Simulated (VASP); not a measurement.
CrO2: single point with PBEsol

Crystal: CrO2.

```xyz
6
Lattice="2.5875 0.0000 0.0000 -1.2938 2.2409 0.0000 0.0000 0.0000 10.7204" Properties=species:S:1:pos:R:3 pbc="T T T"
Cr    1.2938    0.7470    2.6801
Cr    0.0000    1.4939    8.0403
O     1.2938    0.7470    6.8914
O     0.0000    1.4939    3.8290
O     1.2938    0.7470    9.1891
O     0.0000    1.4939    1.5312
```

```json
{
  "Program": "VASP 6.6.1",
  "Task": "single point",
  "Functional": "PBEsol",
  "Potentials or basis": "VASP PAW PBE potentials, release 64 (Cr_pv, O)",
  "Cutoff": "520 eV",
  "k mesh": "12 × 12 × 2",
  "Occupations": "gaussian, width 0.1 eV",
  "Spin": "no spin polarisation",
  "Dipole correction": "no",
  "Further INCAR settings": "ALGO = Normal; EDIFF = 1e-06; NBANDS = 33"
}
```

- Pressure: 1.1 GPa
- Largest force: 0.113 eV/Å
- Band gap on the k mesh: 0.28 eV (least direct gap 1.54 eV)

Forces in eV/Å, atoms in the order of the input:
```
Cr   0.000  0.000  0.000
Cr   0.000  0.000  0.000
O    0.000  0.000 -0.113
O    0.000  0.000  0.113
O    0.000  0.000  0.113
O    0.000  0.000 -0.113
```

Levels at points of the mesh, in eV from the valence-band top:
| k point | band 20 | band 21 | band 22 | band 23 | band 24 | band 25 | band 26 | band 27 | band 28 | band 29 |
| --- | --- | --- | --- | --- | --- | --- | --- | --- | --- | --- |
| (0.00, 0.00, 0.00) | -3.52 | -3.34 | -2.42 | -0.37 | 0.00 | 1.54 | 1.54 | 1.55 | 1.55 | 1.57 |
| (0.50, 0.00, 0.00) | -3.24 | -2.90 | -2.88 | -1.37 | -1.32 | 0.93 | 0.93 | 1.22 | 1.25 | 2.52 |
| (0.00, 0.00, 0.50) | -3.53 | -2.89 | -2.89 | -0.15 | -0.15 | 1.55 | 1.55 | 1.55 | 1.55 | 1.57 |
| (0.50, 0.00, 0.50) | -3.26 | -2.89 | -2.89 | -1.35 | -1.35 | 0.93 | 0.93 | 1.24 | 1.24 | 2.60 |

It took 40 s on 1 thread of Intel(R) Xeon(R) 6975P-C (Granite Rapids) (shared host), peak memory 0.21 GiB.

Caveat: semilocal functionals underestimate gaps, and a narrow one can read as zero; the PAW data sets were made with another functional, which shifts forces and pressure a little; the run has no spin polarisation, though such a crystal can be magnetic. Spin polarisation is off, so any magnetic state and its effect on volume and gap are missing.
